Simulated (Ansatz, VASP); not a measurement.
**One calculation of AgCl, two programs**

File POSCAR:

```
AgCl
1.0
    0.0000000000      2.8275623070      2.8275623070
    2.8275623070      0.0000000000      2.8275623070
    2.8275623070      2.8275623070      0.0000000000
Ag Cl
1 1
Direct
    0.0000000000      0.0000000000      0.0000000000
    0.5000000000      0.5000000000      0.5000000000
```

The input INCAR.step1:

```
SYSTEM = AgCl
ALGO = Normal
EDIFF = 1E-4
ENCUT = 520
GGA = PE
ISMEAR = 0
LASPH = .True.
LCHARG = .False.
LREAL = .False.
LWAVE = .True.
NBANDS = 16
NELM = 100
PREC = Accurate
SIGMA = 0.01
```

Contents of INCAR.step2:

```
SYSTEM = AgCl
ALGO = Normal
EDIFF = 1E-6
ENCUT = 520
ISIF = 2
ISMEAR = 0
ISTART = 1
LASPH = .True.
LCHARG = .False.
LMIXTAU = .True.
LREAL = .False.
LWAVE = .False.
METAGGA = R2SCAN
NBANDS = 16
NELM = 100
PREC = Accurate
SIGMA = 0.01
```

File KPOINTS:

```
k-points
0
Gamma
  6 6 6
  0 0 0
```

Input for Ansatz:

```yaml
crystal:
  lattice:
    - [0.0, 2.827562307, 2.827562307]
    - [2.827562307, 0.0, 2.827562307]
    - [2.827562307, 2.827562307, 0.0]
  atoms:
    - { symbol: Ag, position: [0.0, 0.0, 0.0] }
    - { symbol: Cl, position: [0.5, 0.5, 0.5] }
kpoints:
  mp_grid: { grid: [6, 6, 6] }
hamiltonian:
  xc: r2scan
scf:
  occupations: { method: fixed }
  n_extra_bands: 4
output:
  forces: true
  stress: true
  eigenvalues: true
```

Alike in both runs: task single point; functional r2SCAN; k mesh 6 × 6 × 6; no spin polarisation.

|  | VASP | Ansatz |
| --- | --- | --- |
| version | VASP 6.6.1 | Ansatz 0.2.0 |
| potentials or method | VASP PAW PBE potentials, release 64 (Ag, Cl) | plane waves, PAW |
| plane-wave cutoff (eV) | 520 | 500 |
| occupations | gaussian, width 0.01 eV | fixed |
| valence electrons in the cell | 18 | 26 |

|  | VASP | Ansatz | Ansatz less VASP |
| --- | --- | --- | --- |
| gap on the k mesh at the Fermi level (eV) | 1.43 | 1.48 | +0.052 |
| pressure (GPa) | -2.6 | -2.6 | +0.08 |

VASP's potentials were made for PBE, not for r2SCAN. VASP's potentials hold 18 valence electrons a cell and Ansatz's 26, so a difference there can come from the potentials and not from the codes.
